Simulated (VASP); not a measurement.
A run of VASP 6.6.1:

File INCAR:

```
SYSTEM = Ta
  PREC = Accurate
  ENCUT = 520
  EDIFF = 1E-6
  ISMEAR = -1
  SIGMA = 0.05
  LREAL = .FALSE.
  LASPH = .TRUE.
  NELM = 80
  ALGO = Normal
  ISIF = 2
  LWAVE = .FALSE.
  LCHARG = .FALSE.
  GGA = PE
  NBANDS = 24
```

The input KPOINTS:

```
Automatic mesh
0
G
  9 9 12
  0 0 0
```

Contents of POSCAR:

```
Ta
1.0
    4.8634078299      0.0000000000      0.0000000000
   -2.4317039149      4.2118347297      0.0000000000
    0.0000000000      0.0000000000      2.7303794766
Ta
3
Direct
    0.0000000000      0.0000000000      0.0000000000
    0.3333333333      0.6666666667      0.5000000000
    0.6666666667      0.3333333333      0.5000000000
```

Potentials or basis: VASP PAW PBE potentials, release 64 (Ta_pv).

Launch:

```bash
$ cat potpaw_PBE.64/Ta_pv/POTCAR > POTCAR
$ mpirun -np 1 vasp_std > vasp.out
```

Hardware: 1 thread of Intel Xeon 8259CL, on a shared host.

Problem. Estimate the wall time of this run.

Solution. Run time: 97 s on 1 thread of Intel Xeon 8259CL (shared host), peak memory 0.23 GiB. Counts: scf iterations 13, k points 84.
